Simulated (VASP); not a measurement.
# CaF2 (Fm-3m) in VASP: a series of runs

CaF2 is run at these levels: PBE; tasks: single point.

Program: VASP 6.6.1. These are calculated values, not measurements. Logs are shortened: lines on timing, memory, paths and dates and some standing lists are left out, and cuts for length are marked.

## 1. The cell of the first run

The structure is cubic, space group Fm-3m (No. 225). Conventional cell: a = 5.511 Å, b = 5.511 Å, c = 5.511 Å, α = 90.00°, β = 90.00°, γ = 90.00°. Ca (site symmetry m-3m) has 8 F at 2.39 Å within 3.2 Å. Within 3.2 Å of F (site symmetry -43m) lie 4 Ca at 2.39 Å and 6 F at 2.76 Å.

## 2. Single point, PBE

The input, INCAR:

```
SYSTEM = CaF2
ALGO = Normal ; EDIFF = 1E-6
ENCUT = 600 ; GGA = PE
GGA_COMPAT = .FALSE. ; ISIF = 2
ISMEAR = 0 ; LASPH = .TRUE.
LCHARG = .FALSE. ; LREAL = .FALSE.
LWAVE = .FALSE. ; NBANDS = 19
NELM = 120 ; PREC = Accurate
SIGMA = 0.01
```

The input, KPOINTS:

```
k-points
0
G
  8 8 8
  0 0 0
```

The input, POSCAR:

```
CaF2
1.0
    0.0000000000      2.7553796608      2.7553796608
    2.7553796608      0.0000000000      2.7553796608
    2.7553796608      2.7553796608      0.0000000000
Ca F
1 2
Direct
    0.0000000000      0.0000000000      0.0000000000
    0.7500000000      0.7500000000      0.7500000000
    0.2500000000      0.2500000000      0.2500000000
```

Potentials or basis: VASP PAW PBE potentials, release 64 (Ca_sv, F).

Run with:

```sh
> cat potpaw_PBE.64/Ca_sv/POTCAR potpaw_PBE.64/F/POTCAR > POTCAR
> mpirun -np 1 vasp_std > vasp.out
```

OUTCAR:

```text
SYSTEM = CaF2
   EDIFF = 1E-6
   ENCUT = 600
   GGA = PE
   ISIF = 2
   ISMEAR = 0
   LASPH = .TRUE.
   LREAL = .FALSE.
   NELM = 120
   PREC = Accurate

 ion  position               nearest neighbor table
   1  0.000  0.000  0.000-   2 2.39   3 2.39   2 2.39   2 2.39   2 2.39   3 2.39   3 2.39   3 2.39

   2  0.750  0.750  0.750-   1 2.39   1 2.39   1 2.39   1 2.39
   3  0.250  0.250  0.250-   1 2.39   1 2.39   1 2.39   1 2.39

  LATTYP: Found a face centered cubic cell.
 ALAT       =     5.5107593216

  Lattice vectors:

 A1 = (   0.0000000000,   2.7553796608,   2.7553796608)
 A2 = (   2.7553796608,   0.0000000000,   2.7553796608)
 A3 = (   2.7553796608,   2.7553796608,   0.0000000000)

Analysis of symmetry for initial positions (statically):
=====================================================================
 Subroutine PRICEL returns:
 Original cell was already a primitive cell.

 Routine SETGRP: Setting up the symmetry group for a
 face centered cubic supercell.

 Subroutine GETGRP returns: Found 48 space group operations
 (whereof 48 operations were pure point group operations)
 out of a pool of 48 trial point group operations.

The static configuration has the point symmetry O_h .

Analysis of symmetry for dynamics (positions and initial velocities):
=====================================================================
 Subroutine PRICEL returns:
 Original cell was already a primitive cell.

 Routine SETGRP: Setting up the symmetry group for a
 face centered cubic supercell.

 Subroutine GETGRP returns: Found 48 space group operations
 (whereof 48 operations were pure point group operations)
 out of a pool of 48 trial point group operations.

The dynamic configuration has the point symmetry O_h .

 Subroutine INISYM returns: Found 48 space group operations
 (whereof 48 operations are pure point group operations),
 and found     1 'primitive' translations

----------------------------------------------------------------------------------------

                                     Primitive cell

  volume of cell :      41.8383

  direct lattice vectors                    reciprocal lattice vectors
     0.000000000  2.755379661  2.755379661    -0.181463196  0.181463196  0.181463196
     2.755379661  0.000000000  2.755379661     0.181463196 -0.181463196  0.181463196
     2.755379661  2.755379661  0.000000000     0.181463196  0.181463196 -0.181463196

  length of vectors
     3.896695286  3.896695286  3.896695286     0.314303476  0.314303476  0.314303476

  position of ions in fractional coordinates (direct lattice)
     0.000000000  0.000000000  0.000000000
     0.750000000  0.750000000  0.750000000
     0.250000000  0.250000000  0.250000000

  ion indices of the primitive-cell ions
   primitive index   ion index
                 1           1
                 2           2
                 3           3

----------------------------------------------------------------------------------------

 KPOINTS: k-points

Automatic generation of k-mesh.
 Grid dimensions read from file:
 generate k-points for:    8    8    8

 Generating k-lattice:

  Cartesian coordinates                     Fractional coordinates (reciprocal lattice)
    -0.022682900  0.022682900  0.022682900     0.125000000  0.000000000  0.000000000
     0.022682900 -0.022682900  0.022682900     0.000000000  0.125000000  0.000000000
     0.022682900  0.022682900 -0.022682900     0.000000000  0.000000000  0.125000000

  Length of vectors
     0.039287934  0.039287934  0.039287934

  Shift w.r.t. Gamma in fractional coordinates (k-lattice)
     0.000000000  0.000000000  0.000000000

 Subroutine IBZKPT returns following result:
 ===========================================

 Found     29 irreducible k-points:

 Following reciprocal coordinates:
            Coordinates               Weight
  0.000000  0.000000  0.000000      1.000000
  0.125000  0.000000  0.000000      8.000000
  0.250000  0.000000  0.000000      8.000000
  0.375000  0.000000  0.000000      8.000000
  0.500000  0.000000  0.000000      4.000000
  0.125000  0.125000  0.000000      6.000000
[... 16 lines left out ...]
  0.500000  0.250000  0.125000     48.000000
 -0.375000  0.250000  0.125000     24.000000
 [... further k-points ...]
   k-points           NKPTS =     29   k-points in BZ     NKDIM =     29   number of bands    NBANDS=     19
   number of dos      NEDOS =    301   number of ions     NIONS =      3
   total plane-waves  NPLWV =  32768
   dimension x,y,z NGX =    32 NGY =   32 NGZ =   32
   dimension x,y,z NGXF=    64 NGYF=   64 NGZF=   64
   ions per type =               1   2
   NGX,Y,Z   is equivalent  to a cutoff of  13.65, 13.65, 13.65 a.u.
   NGXF,Y,Z  is equivalent  to a cutoff of  27.30, 27.30, 27.30 a.u.
 SYSTEM =  CaF2
   PREC   = accura    normal or accurate (medium, high low for compatibility)
   ISTART =      0    job   : 0-new  1-cont  2-samecut
   ICHARG =      2    charge: 1-file 2-atom 10-const
   ISPIN  =      1    spin polarized calculation?
   LNONCOLLINEAR =      F non collinear calculations
   LSORBIT =      F    spin-orbit coupling
   LASPH  =      T    aspherical Exc in radial PAW
   ENCUT  =  600.0 eV  44.10 Ry    6.64 a.u.   7.78  7.78  7.78*2*pi/ulx,y,z
   NELM   =    120;   NELMIN=  2; NELMDL= -5     # of ELM steps
   EDIFF  = 0.1E-05   stopping-criterion for ELM
   LREAL  =      F    real-space projection
   EDIFFG = 0.1E-04   stopping-criterion for IOM
   NSW    =      0    number of steps for IOM
   IBRION =     -1    ionic relax: 0-MD 1-quasi-New 2-CG
   NFREE  =      0    steps in history (QN), initial steepest desc. (CG)
   ISIF   =      2    stress and relaxation
   ISYM   =      2    0-nonsym 1-usesym 2-fastsym
   POTIM  = 0.5000    time-step for ionic-motion
   TEBEG  =    0.0;   TEEND  =   0.0 temperature during run
   PSTRESS=    0.0 pullay stress
   NELECT =      24.0000    total number of electrons
   NUPDOWN=      -1.0000    fix difference up-down
   EMIN   =  10.00;   EMAX   =-10.00  energy-range for DOS
   EFERMI =   0.00;   METHOD = LEGACY
   ISMEAR =     0;   SIGMA  =   0.01  broadening in eV -4-tet -1-fermi 0-gaus
   EFERMI_NEDOS =   21; number of points for ismear=-14 and -15
   IALGO  =     38    algorithm
   IMIX   =      4    mixing-type and parameters
     AMIX     =   0.40;   BMIX     =  1.00
     AMIX_MAG =   1.60;   BMIX_MAG =  1.00
  volume/ion in A,a.u.               =      13.95        94.11
  Fermi-wavevector in a.u.,A,eV,Ry     =   1.360255  2.570510 25.174789  1.850295
  Thomas-Fermi vector in A             =   2.486933
   LORBIT       =      0    0 simple, 1 ext, 2 COOP (PROOUT), +10 PAW based schemes
   GGA     = PE    functional components
   LHFCALC =     F    Hartree Fock is set to
   AEXX    =    0.0000 exact exchange contribution
   IVDW    =     0    specifies the selected vdW correction
   LEPSILON=     F    determine dielectric tensor
   LRPA    =     F    only Hartree local field effects (RPA)
 non-spin polarized calculation
 Gauss-broadening in eV      SIGMA  =   0.01
  energy-cutoff  :      600.00
  volume of cell :       41.84
 maximum number of plane-waves:      1411
   NGX = 15   NGY = 15   NGZ = 15

 number of electron      24.0000003 magnetization

 Free energy of the ion-electron system (eV)
  ---------------------------------------------------
  ext. energy  EPLUGINS =         0.00000000
  ---------------------------------------------------
  free energy    TOTEN  =       -17.34474324 eV

  energy without entropy =      -17.34474324  energy(sigma->0) =      -17.34474324

 E-fermi :  -1.0331     XC(G=0):  -9.4997

 val. band max:       -1.1116798552   @ k =   0.5000   0.5000   0.0000
 cond. band min:       6.0119472439   @ k =   0.0000   0.0000   0.0000
 fundamental gap:      7.1236270991
 Fermi energy:        -1.0331363690

 k-point     1 :       0.0000    0.0000    0.0000
  band No.  band energies     occupation
      1     -37.2652      2.00000
      2     -20.9818      2.00000
      3     -20.2505      2.00000
      4     -18.2042      2.00000
      5     -18.2042      2.00000
      6     -18.2042      2.00000
[... 11 lines left out ...]
     18       9.9066      0.00000
     19      15.6155      0.00000

 k-point     2 :       0.1250    0.0000    0.0000
  band No.  band energies     occupation
      1     -37.2610      2.00000
      2     -21.0193      2.00000
      3     -20.2872      2.00000
      4     -18.2096      2.00000
      5     -18.2096      2.00000
      6     -18.1385      2.00000
[... 11 lines left out ...]
     18       9.8697      0.00000
     19      14.8946      0.00000

 k-point     3 :       0.2500    0.0000    0.0000
  band No.  band energies     occupation
      1     -37.2509      2.00000
      2     -21.0820      2.00000
      3     -20.4066      2.00000
      4     -18.2228      2.00000
      5     -18.2228      2.00000
      6     -17.9741      2.00000
[... 11 lines left out ...]
     18       9.7804      0.00000
     19      13.6073      0.00000

 k-point     4 :       0.3750    0.0000    0.0000
  band No.  band energies     occupation
      1     -37.2407      2.00000
      2     -21.1043      2.00000
      3     -20.5670      2.00000
      4     -18.2358      2.00000
      5     -18.2358      2.00000
      6     -17.8050      2.00000
[... 407 lines left out ...]
     18       9.9040      0.00000
     19      14.0640      0.00000

 k-point    23 :       0.5000    0.2500    0.1250
  band No.  band energies     occupation
      1     -37.2351      2.00000
      2     -21.0956      2.00000
      3     -20.6838      2.00000
      4     -18.2567      2.00000
      5     -18.0966      2.00000
      6     -17.8343      2.00000
[... 11 lines left out ...]
     18      10.5654      0.00000
     19      13.3569      0.00000

 k-point    24 :      -0.3750    0.2500    0.1250
  band No.  band energies     occupation
      1     -37.2317      2.00000
      2     -21.0319      2.00000
      3     -20.8160      2.00000
      4     -18.2633      2.00000
      5     -18.0531      2.00000
      6     -17.8139      2.00000
[... 11 lines left out ...]
     18      11.2187      0.00000
     19      12.7644      0.00000

 [... further k-points ...]

------------------------ aborting loop because EDIFF is reached ----------------------------------------

  FORCE on cell =-STRESS in cart. coord.  units (eV):
  Direction    XX          YY          ZZ          XY          YZ          ZX
  --------------------------------------------------------------------------------------
  -------------------------------------------------------------------------------------
  Total        0.0502786      0.0502786      0.0502786     -0.0000000     -0.0000000      0.0000000
  in kB        1.9253925      1.9253925      1.9253925     -0.0000000     -0.0000000      0.0000000
  external PRESSURE =       1.9253925 kB  Pullay stress =       0.0000000 kB

 VOLUME and BASIS-vectors are now :
 -----------------------------------------------------------------------------
  energy-cutoff  :      600.00
  volume of cell :       41.84
      direct lattice vectors                 reciprocal lattice vectors
     0.000000000  2.755379661  2.755379661    -0.181463196  0.181463196  0.181463196
     2.755379661  0.000000000  2.755379661     0.181463196 -0.181463196  0.181463196
     2.755379661  2.755379661  0.000000000     0.181463196  0.181463196 -0.181463196

 POSITION                                       TOTAL-FORCE (eV/Angst)
 -----------------------------------------------------------------------------------
      0.00000      0.00000      0.00000        -0.000000      0.000000     -0.000000
      4.13307      4.13307      4.13307        -0.000000      0.000000     -0.000000
      1.37769      1.37769      1.37769         0.000000     -0.000000      0.000000
 -----------------------------------------------------------------------------------
    total drift:                                0.000000     -0.000000      0.000000

  FREE ENERGIE OF THE ION-ELECTRON SYSTEM (eV)
  ---------------------------------------------------
  free  energy   TOTEN  =       -17.3447432355 eV

  energy  without entropy=      -17.3447432355  energy(sigma->0) =      -17.34474324
```

Run time: 9.5 s. Hardware: 1 thread of Intel Xeon 6975P-C (Granite Rapids), shared host; peak memory 0.18 GiB.

Results:

- Free energy: -17.3447 eV
- Pressure: 0.2 GPa
- Band gap on the k mesh: 7.12 eV (least direct gap 7.38 eV)

A k mesh can miss the band edges.

## 3. Single point, PBE (14.36 Å³/atom)

This run uses another cell than the first one, of 14.36 Å³/atom.

The input, INCAR:

```
SYSTEM = CaF2
  ALGO = Normal
  EDIFF = 1E-6
  ENCUT = 600
  GGA = PE
  GGA_COMPAT = .FALSE.
  ISIF = 2
  ISMEAR = 0
  LASPH = .TRUE.
  LCHARG = .FALSE.
  LREAL = .FALSE.
  LWAVE = .FALSE.
  NBANDS = 19
  NELM = 120
  PREC = Accurate
  SIGMA = 0.02
```

KPOINTS is that of step 2.

The input, POSCAR:

```
CaF2
1.0
    0.0000000000      2.7826624218      2.7826624218
    2.7826624218      0.0000000000      2.7826624218
    2.7826624218      2.7826624218      0.0000000000
Ca F
1 2
Direct
    0.0000000000      0.0000000000      0.0000000000
    0.7500000000      0.7500000000      0.7500000000
    0.2500000000      0.2500000000      0.2500000000
```

Potentials or basis: VASP PAW PBE potentials, release 64 (Ca_sv, F).

Run with:

```sh
> cat potpaw_PBE.64/Ca_sv/POTCAR potpaw_PBE.64/F/POTCAR > POTCAR
> mpirun -np 1 vasp_std > vasp.out
```

Run time: 9.7 s. Hardware: 1 thread of Intel Xeon 6975P-C (Granite Rapids), shared host; peak memory 0.18 GiB.

Results (log left out):

| Property | Result |
| --- | --- |
| Free energy | -17.3400 eV |
| Pressure | -2.0 GPa |
| Band gap on the k mesh | 6.95 eV (least direct gap 7.20 eV) |

Levels at points of the mesh, in eV from the valence-band top:
| k point | band 9 | band 10 | band 11 | band 12 | band 13 | band 14 | band 15 | band 16 |
| --- | --- | --- | --- | --- | --- | --- | --- | --- |
| (0.00, 0.00, 0.00) | -1.94 | -0.25 | -0.25 | -0.25 | 6.95 | 8.94 | 8.94 | 10.79 |
| (0.50, 0.00, 0.00) | -1.22 | -1.17 | -0.80 | -0.80 | 9.13 | 9.13 | 9.39 | 10.45 |
| (0.50, 0.50, 0.00) | -1.57 | -0.33 | -0.33 | 0.00 | 7.96 | 9.20 | 9.78 | 10.49 |

A k mesh can miss the band edges.
